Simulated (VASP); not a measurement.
# Ag (Pm-3m) in VASP: a series of runs

Ag is run at these levels: LDA; tasks: single point.

Everything below comes from runs of VASP 6.6.1. Logs are shortened: lines on timing, memory, paths and dates and some standing lists are left out, and cuts for length are marked.

**1. The cell of the first run**

The structure is cubic, space group Pm-3m (No. 221). The conventional cell has a = 2.328 Å, b = 2.328 Å, c = 2.328 Å, α = 90.00°, β = 90.00°, γ = 90.00°. Ag (site symmetry m-3m) has 6 Ag at 2.33 Å within 3.1 Å.

**2. Single point, LDA (volume scaled by 0.68)**

Contents of INCAR:

```
SYSTEM = Ag
  PREC = Accurate
  ENCUT = 520
  EDIFF = 1E-7
  ISMEAR = -1
  SIGMA = 0.1
  LREAL = .FALSE.
  LASPH = .TRUE.
  NELM = 60
  ALGO = Normal
  ISIF = 2
  LWAVE = .FALSE.
  LCHARG = .FALSE.
  NBANDS = 12
```

Contents of KPOINTS:

```
Automatic mesh
0
G
  16 16 16
  0 0 0
```

Contents of POSCAR:

```
Ag
1.0
    2.3275655334      0.0000000000      0.0000000000
    0.0000000000      2.3275655334      0.0000000000
    0.0000000000      0.0000000000      2.3275655334
Ag
1
Direct
    0.0000000000      0.0000000000      0.0000000000
```

Potentials or basis: VASP PAW LDA potentials, release 64 (Ag).

Started as:

```sh
$ cat potpaw_LDA.64/Ag/POTCAR > POTCAR
$ mpirun -np 1 vasp_std > vasp.out
```

OUTCAR:

```text
SYSTEM = Ag
   PREC = Accurate
   ENCUT = 520
   EDIFF = 1E-7
   ISMEAR = -1
   LREAL = .FALSE.
   LASPH = .TRUE.
   NELM = 60
   ISIF = 2

 ion  position               nearest neighbor table
   1  0.000  0.000  0.000-

  LATTYP: Found a simple cubic cell.
 ALAT       =     2.3275655334

  Lattice vectors:

 A1 = (   2.3275655334,   0.0000000000,   0.0000000000)
 A2 = (   0.0000000000,   2.3275655334,   0.0000000000)
 A3 = (   0.0000000000,   0.0000000000,   2.3275655334)

Analysis of symmetry for initial positions (statically):
=====================================================================
 Subroutine PRICEL returns:
 Original cell was already a primitive cell.

 Routine SETGRP: Setting up the symmetry group for a
 simple cubic supercell.

 Subroutine GETGRP returns: Found 48 space group operations
 (whereof 48 operations were pure point group operations)
 out of a pool of 48 trial point group operations.

The static configuration has the point symmetry O_h .

Analysis of symmetry for dynamics (positions and initial velocities):
=====================================================================
 Subroutine PRICEL returns:
 Original cell was already a primitive cell.

 Routine SETGRP: Setting up the symmetry group for a
 simple cubic supercell.

 Subroutine GETGRP returns: Found 48 space group operations
 (whereof 48 operations were pure point group operations)
 out of a pool of 48 trial point group operations.

The dynamic configuration has the point symmetry O_h .

 Subroutine INISYM returns: Found 48 space group operations
 (whereof 48 operations are pure point group operations),
 and found     1 'primitive' translations

----------------------------------------------------------------------------------------

                                     Primitive cell

  volume of cell :      12.6097

  direct lattice vectors                    reciprocal lattice vectors
     2.327565533  0.000000000  0.000000000     0.429633446  0.000000000  0.000000000
     0.000000000  2.327565533  0.000000000     0.000000000  0.429633446  0.000000000
     0.000000000  0.000000000  2.327565533     0.000000000  0.000000000  0.429633446

  length of vectors
     2.327565533  2.327565533  2.327565533     0.429633446  0.429633446  0.429633446

  position of ions in fractional coordinates (direct lattice)
     0.000000000  0.000000000  0.000000000

  ion indices of the primitive-cell ions
   primitive index   ion index
                 1           1

----------------------------------------------------------------------------------------

 KPOINTS: Automatic mesh

Automatic generation of k-mesh.
 Grid dimensions read from file:
 generate k-points for:   16   16   16

 Generating k-lattice:

  Cartesian coordinates                     Fractional coordinates (reciprocal lattice)
     0.026852090  0.000000000  0.000000000     0.062500000  0.000000000  0.000000000
     0.000000000  0.026852090  0.000000000     0.000000000  0.062500000  0.000000000
     0.000000000  0.000000000  0.026852090     0.000000000  0.000000000  0.062500000

  Length of vectors
     0.026852090  0.026852090  0.026852090

  Shift w.r.t. Gamma in fractional coordinates (k-lattice)
     0.000000000  0.000000000  0.000000000

 Subroutine IBZKPT returns following result:
 ===========================================

 Found    165 irreducible k-points:

 Following reciprocal coordinates:
            Coordinates               Weight
  0.000000  0.000000  0.000000      1.000000
  0.062500  0.000000  0.000000      6.000000
  0.125000  0.000000  0.000000      6.000000
  0.187500  0.000000  0.000000      6.000000
  0.250000  0.000000  0.000000      6.000000
  0.312500  0.000000  0.000000      6.000000
[... 16 lines left out ...]
  0.437500  0.125000  0.000000     24.000000
  0.500000  0.125000  0.000000     12.000000
 [... further k-points ...]
   k-points           NKPTS =    165   k-points in BZ     NKDIM =    165   number of bands    NBANDS=     12
   number of dos      NEDOS =    301   number of ions     NIONS =      1
   total plane-waves  NPLWV =   5832
   dimension x,y,z NGX =    18 NGY =   18 NGZ =   18
   dimension x,y,z NGXF=    36 NGYF=   36 NGZF=   36
   ions per type =               1
   NGX,Y,Z   is equivalent  to a cutoff of  12.86, 12.86, 12.86 a.u.
   NGXF,Y,Z  is equivalent  to a cutoff of  25.71, 25.71, 25.71 a.u.
 SYSTEM =  Ag
   PREC   = accura    normal or accurate (medium, high low for compatibility)
   ISTART =      0    job   : 0-new  1-cont  2-samecut
   ICHARG =      2    charge: 1-file 2-atom 10-const
   ISPIN  =      1    spin polarized calculation?
   LNONCOLLINEAR =      F non collinear calculations
   LSORBIT =      F    spin-orbit coupling
   LASPH  =      T    aspherical Exc in radial PAW
   ENCUT  =  520.0 eV  38.22 Ry    6.18 a.u.   4.33  4.33  4.33*2*pi/ulx,y,z
   NELM   =     60;   NELMIN=  2; NELMDL= -5     # of ELM steps
   EDIFF  = 0.1E-06   stopping-criterion for ELM
   LREAL  =      F    real-space projection
   EDIFFG = 0.1E-05   stopping-criterion for IOM
   NSW    =      0    number of steps for IOM
   IBRION =     -1    ionic relax: 0-MD 1-quasi-New 2-CG
   NFREE  =      0    steps in history (QN), initial steepest desc. (CG)
   ISIF   =      2    stress and relaxation
   ISYM   =      2    0-nonsym 1-usesym 2-fastsym
   POTIM  = 0.5000    time-step for ionic-motion
   TEBEG  =    0.0;   TEEND  =   0.0 temperature during run
   PSTRESS=    0.0 pullay stress
   NELECT =      11.0000    total number of electrons
   NUPDOWN=      -1.0000    fix difference up-down
   EMIN   =  10.00;   EMAX   =-10.00  energy-range for DOS
   EFERMI =   0.00;   METHOD = LEGACY
   ISMEAR =    -1;   SIGMA  =   0.10  broadening in eV -4-tet -1-fermi 0-gaus
   EFERMI_NEDOS =   21; number of points for ismear=-14 and -15
   IALGO  =     38    algorithm
   IMIX   =      4    mixing-type and parameters
     AMIX     =   0.40;   BMIX     =  1.00
     AMIX_MAG =   1.60;   BMIX_MAG =  1.00
  volume/ion in A,a.u.               =      12.61        85.09
  Fermi-wavevector in a.u.,A,eV,Ry     =   1.564242  2.955988 33.291436  2.446852
  Thomas-Fermi vector in A             =   2.666894
   LORBIT       =      0    0 simple, 1 ext, 2 COOP (PROOUT), +10 PAW based schemes
   GGA     = CA    functional components
   LHFCALC =     F    Hartree Fock is set to
   AEXX    =    0.0000 exact exchange contribution
   IVDW    =     0    specifies the selected vdW correction
   LEPSILON=     F    determine dielectric tensor
   LRPA    =     F    only Hartree local field effects (RPA)
 non-spin polarized calculation
  energy-cutoff  :      520.00
  volume of cell :       12.61
 maximum number of plane-waves:       356
 NGX is ok and might be reduce to    18
   NGX =  9   NGY =  9   NGZ =  9

 number of electron      11.0000003 magnetization

 Free energy of the ion-electron system (eV)
  ---------------------------------------------------
  ext. energy  EPLUGINS =         0.00000000
  ---------------------------------------------------
  free energy    TOTEN  =        -1.94741944 eV

  energy without entropy =       -1.94295022  energy(sigma->0) =       -1.94518483

 E-fermi :  13.1391     XC(G=0): -14.3205

 val. band max:       13.0224626909   @ k =   0.3750   0.3125   0.0625
 cond. band min:      13.4390320460   @ k =   0.5000   0.1875   0.0000
 fundamental gap:      0.4165693551
 Fermi energy:        13.1391259900

 k-point     1 :       0.0000    0.0000    0.0000
  band No.  band energies     occupation
      1       3.0822      2.00000
      2       3.9309      2.00000
      3       3.9309      2.00000
      4      10.5569      2.00000
      5      10.5569      2.00000
      6      10.5569      2.00000
      7      30.7232      0.00000
      8      30.7232      0.00000
      9      30.7232      0.00000
     10      38.9799      0.00000
     11      38.9799      0.00000
     12      39.6050      0.00000

 k-point     2 :       0.0625    0.0000    0.0000
  band No.  band energies     occupation
      1       3.2107      2.00000
      2       3.9554      2.00000
      3       4.0566      2.00000
      4      10.4512      2.00000
      5      10.4512      2.00000
      6      10.5653      2.00000
      7      29.7777      0.00000
      8      30.9509      0.00000
      9      30.9509      0.00000
     10      38.4033      0.00000
     11      39.1892      0.00000
     12      40.5078      0.00000

 k-point     3 :       0.1250    0.0000    0.0000
  band No.  band energies     occupation
      1       3.5242      2.00000
      2       4.0259      2.00000
      3       4.4888      2.00000
      4      10.1594      2.00000
      5      10.1594      2.00000
      6      10.5892      2.00000
      7      27.7612      0.00000
      8      31.6036      0.00000
      9      31.6036      0.00000
     10      37.1019      0.00000
     11      39.1657      0.00000
     12      43.0084      0.00000
[... 286 lines left out ...]
 k-point    23 :       0.4375    0.1250    0.0000
  band No.  band energies     occupation
      1       4.8551      2.00000
      2       5.8412      2.00000
      3       7.0042      2.00000
      4       8.3515      2.00000
      5      10.4193      2.00000
      6      11.7258      2.00000
      7      18.3454      0.00000
      8      31.4174      0.00000
      9      34.4846      0.00000
     10      36.7947      0.00000
     11      38.9019      0.00000
     12      43.7122      0.00000

 k-point    24 :       0.5000    0.1250    0.0000
  band No.  band energies     occupation
      1       4.8887      2.00000
      2       5.9515      2.00000
      3       6.9128      2.00000
      4       8.2759      2.00000
      5      10.4294      2.00000
      6      12.3391      1.99933
      7      17.6613      0.00000
      8      31.3871      0.00000
      9      35.1104      0.00000
     10      35.8303      0.00000
     11      39.5722      0.00000
     12      43.0316      0.00000

 [... further k-points ...]

------------------------ aborting loop because EDIFF is reached ----------------------------------------

  FORCE on cell =-STRESS in cart. coord.  units (eV):
  Direction    XX          YY          ZZ          XY          YZ          ZX
  --------------------------------------------------------------------------------------
  -------------------------------------------------------------------------------------
  Total        9.0633824      9.0633824      9.0633824      0.0000000     -0.0000000      0.0000000
  in kB     1151.5827049   1151.5827049   1151.5827049      0.0000000     -0.0000000      0.0000000
  external PRESSURE =    1151.5827049 kB  Pullay stress =       0.0000000 kB

 VOLUME and BASIS-vectors are now :
 -----------------------------------------------------------------------------
  energy-cutoff  :      520.00
  volume of cell :       12.61
      direct lattice vectors                 reciprocal lattice vectors
     2.327565533  0.000000000  0.000000000     0.429633446  0.000000000  0.000000000
     0.000000000  2.327565533  0.000000000     0.000000000  0.429633446  0.000000000
     0.000000000  0.000000000  2.327565533     0.000000000  0.000000000  0.429633446

 POSITION                                       TOTAL-FORCE (eV/Angst)
 -----------------------------------------------------------------------------------
      0.00000      0.00000      0.00000         0.000000      0.000000      0.000000
 -----------------------------------------------------------------------------------
    total drift:                                0.000000      0.000000     -0.000000

  FREE ENERGIE OF THE ION-ELECTRON SYSTEM (eV)
  ---------------------------------------------------
  free  energy   TOTEN  =        -1.9474194387 eV

  energy  without entropy=       -1.9429502165  energy(sigma->0) =       -1.94518483
```

Run time: 25 s. Hardware: 1 thread of AMD EPYC 7R43 (Zen 3), shared host; peak memory 0.1 GiB.

What came out:

| Quantity | Value |
| --- | --- |
| Free energy | -1.9474 eV |
| Pressure | 115.2 GPa |

**3. Single point, LDA (volume scaled by 0.68)**

Contents of INCAR:

```
ALGO = Normal
EDIFF = 1E-6
ENCUT = 520
ISIF = 2
ISMEAR = -1
LASPH = True
LCHARG = False
LREAL = False
LWAVE = False
NBANDS = 12
NELM = 80
PREC = Accurate
SIGMA = 0.1
```

Contents of KPOINTS:

```
k-points
0
Gamma
  16 16 16
```

POSCAR is that of step 2.

Potentials or basis: VASP PAW LDA potentials, release 64 (Ag).

Started as:

```sh
$ cat potpaw_LDA.64/Ag/POTCAR > POTCAR
$ mpirun -np 1 vasp_std > vasp.out
```

Wall time 21 s (1 thread of AMD EPYC 7R43 (Zen 3), shared host); peak memory 0.1 GiB.

The run converged. Its results:

* Free energy: -1.9474 eV
* Pressure: 115.2 GPa

Levels at points of the mesh, in eV from the Fermi level:
```tsv
k point	band 1	band 2	band 3	band 4	band 5	band 6	band 7	band 8	band 9	band 10
(0.00, 0.00, 0.00)	-10.06	-9.21	-9.21	-2.58	-2.58	-2.58	17.58	17.58	17.58	25.84
(0.50, 0.00, 0.00)	-8.52	-7.83	-4.93	-4.93	-2.36	-2.24	4.49	18.27	22.78	25.17
(0.50, 0.50, 0.00)	-9.59	-7.42	-4.48	-4.48	-0.86	4.48	4.48	12.78	13.84	25.07
(0.50, 0.50, 0.50)	-8.35	-8.35	-8.35	-0.71	-0.71	9.61	12.13	12.13	12.13	19.75
```

**4. Single point, LDA (volume scaled by 0.76)**

Contents of INCAR:

```
PREC     = Accurate       # precision mode
ENCUT    = 520            # plane-wave cutoff, eV
EDIFF    = 1E-7           # SCF threshold, eV
ISMEAR   = -1             # smearing method
SIGMA    = 0.1            # smearing width, eV
LREAL    = False          # projectors in reciprocal space
LASPH    = True           # aspherical terms in the spheres
NELM     = 80             # most SCF steps
ALGO     = Normal         # electronic algorithm
ISIF     = 2              # what is computed and relaxed
LWAVE    = False          # write WAVECAR
LCHARG   = False          # write CHGCAR
GGA      = CA             # functional
NBANDS   = 12             # bands
```

Contents of KPOINTS:

```
Automatic mesh
0
Gamma
  16 16 16
```

Contents of POSCAR:

```
Ag
1.0
    2.4154801751      0.0000000000      0.0000000000
    0.0000000000      2.4154801751      0.0000000000
    0.0000000000      0.0000000000      2.4154801751
Ag
1
Direct
    0.0000000000      0.0000000000      0.0000000000
```

Started as:

```sh
$ cat potpaw_LDA.64/Ag/POTCAR > POTCAR
$ mpirun -np 1 vasp_std > vasp.out
```

It took 18 s on 1 thread of AMD EPYC 7R43 (Zen 3), shared host; peak memory 0.1 GiB.

Results (log left out):

```
Free energy : -2.7400 eV
Pressure    : 60.8 GPa
```

Levels at points of the mesh, in eV from the Fermi level:
```csv
k point,band 3,band 4,band 5,band 6,band 7,band 8
"(0.00, 0.00, 0.00)",-8.15,-2.58,-2.58,-2.58,16.79,16.79
"(0.50, 0.00, 0.00)",-4.51,-4.51,-2.40,-1.75,3.72,18.21
"(0.50, 0.50, 0.00)",-4.15,-4.15,-1.15,4.33,4.33,12.02
"(0.50, 0.50, 0.50)",-7.35,-1.03,-1.03,10.03,11.12,11.12
```

**5. Single point, LDA (volume scaled by 0.76)**

Contents of INCAR:

```
PREC = Accurate ; ENCUT = 520
EDIFF = 1E-6 ; ISMEAR = -1
SIGMA = 0.1 ; LREAL = False
LASPH = True ; NELM = 80
ALGO = Normal ; ISIF = 2
LWAVE = False ; LCHARG = False
NBANDS = 12
```

KPOINTS is that of step 4.

POSCAR is that of step 4.

Started as:

```sh
$ cat potpaw_LDA.64/Ag/POTCAR > POTCAR
$ mpirun -np 1 vasp_std > vasp.out
```

It took 18 s on 1 thread of AMD EPYC 7R43 (Zen 3), shared host; peak memory 0.1 GiB.

The run converged. Its results:

* Free energy: -2.7400 eV
* Pressure: 60.8 GPa

Levels at points of the mesh, in eV from the Fermi level:
| k point | band 3 | band 4 | band 5 | band 6 | band 7 | band 8 |
| --- | --- | --- | --- | --- | --- | --- |
| (0.00, 0.00, 0.00) | -8.15 | -2.58 | -2.58 | -2.58 | 16.79 | 16.79 |
| (0.50, 0.00, 0.00) | -4.51 | -4.51 | -2.40 | -1.75 | 3.72 | 18.21 |
| (0.50, 0.50, 0.00) | -4.15 | -4.15 | -1.15 | 4.33 | 4.33 | 12.02 |
| (0.50, 0.50, 0.50) | -7.35 | -1.03 | -1.03 | 10.03 | 11.12 | 11.12 |
